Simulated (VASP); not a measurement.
Input of a VASP 6.6.1 run:

INCAR

```
  PREC = Accurate
  ENCUT = 520
  EDIFF = 1E-6
  ISMEAR = 0
  SIGMA = 0.15
  LREAL = F
  LASPH = T
  NELM = 80
  ALGO = Fast
  ISIF = 2
  LWAVE = F
  LCHARG = F
  GGA = PS
  NBANDS = 18
```

The input KPOINTS:

```
Automatic mesh
0
Gamma
  21 21 10
```

Contents of POSCAR:

```
Ta
1.0
    3.0618276416      0.0000000000      0.0000000000
   -1.5309138208      2.6516205196      0.0000000000
    0.0000000000      0.0000000000      4.6357860716
Ta
2
Direct
    0.6666666667      0.3333333333      0.7500000000
    0.3333333333      0.6666666667      0.2500000000
```

Potentials or basis: VASP PAW PBE potentials, release 64 (Ta_pv).

Launch:

```bash
$ cat potpaw_PBE.64/Ta_pv/POTCAR > POTCAR
$ mpirun -np 1 vasp_std > vasp.out
```

Question: Predict the band gap on the k mesh.

Answer: Zero (band 11 reaches 6.67 eV, above the bottom of band 12 at 4.71 eV).

Question: Predict the pressure.

Answer: -6.6 GPa.

Stress tensor (GPa, compression positive):
```
-10.40   0.00   0.00
  0.00 -10.40   0.00
  0.00   0.00   1.11
```

Caveat: the PAW data sets were made with another functional, which shifts forces and pressure a little; spin-orbit coupling is left out, which moves the levels of the heavy elements.
